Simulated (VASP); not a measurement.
Write the native input for VASP 6.6.1 that does the following.

```yaml
Task: single point
Functional: PBEsol
Potentials_or_basis: VASP PAW PBE potentials, release 64 (Cs_sv, Ba_sv)
Cutoff: 500 eV
k_mesh: 4 × 4 × 2
Occupations: methfessel-paxton, width 0.1 eV
Spin: no spin polarisation
Dipole_correction: no
Further_INCAR_settings: ALGO = Normal; EDIFF = 1e-06; NBANDS = 49
```

The structure of CsBa3 lies in POSCAR:

```
CsBa3
1.0
    0.0000000000      5.2212840000      5.2212840000
    5.2212840000      0.0000000000      5.2212840000
   10.4425680000     10.4425680000      0.0000000000
Cs Ba
2 6
Direct
    0.0000000000      0.0000000000      0.0000000000
    0.0000000000      0.0000000000      0.5000000000
    0.2500000000      0.2500000000      0.1250000000
    0.7500000000      0.7500000000      0.3750000000
    0.5000000000      0.5000000000      0.2500000000
    0.2500000000      0.2500000000      0.6250000000
    0.7500000000      0.7500000000      0.8750000000
    0.5000000000      0.5000000000      0.7500000000
```

One way to write it, as run:

INCAR

```
PREC = Accurate
ENCUT = 500
EDIFF = 1E-6
ISMEAR = 1
SIGMA = 0.1
LREAL = F
LASPH = T
NELM = 120
ALGO = Normal
ISIF = 2
LWAVE = F
LCHARG = F
GGA = PS
NBANDS = 49
GGA_COMPAT = F
```

KPOINTS

```
Automatic mesh
0
Gamma
  4 4 2
```

Potentials or basis: VASP PAW PBE potentials, release 64 (Cs_sv, Ba_sv).

Command:

```sh
$ cat potpaw_PBE.64/Cs_sv/POTCAR potpaw_PBE.64/Ba_sv/POTCAR > POTCAR
$ mpirun -np 1 vasp_std > vasp.out
```

Results of the run:

The pressure is -0.4 GPa and the band gap on the k mesh is zero (bands 39 and 40 overlap by 0.43 eV).

Caveat: the PAW data sets were made with another functional, which shifts forces and pressure a little; spin-orbit coupling is left out, which moves the levels of the heavy elements.

It took 3.8 min on 1 thread of Intel(R) Xeon(R) Platinum 8488C (Sapphire Rapids), with other jobs on the host, peak memory 0.72 GiB.
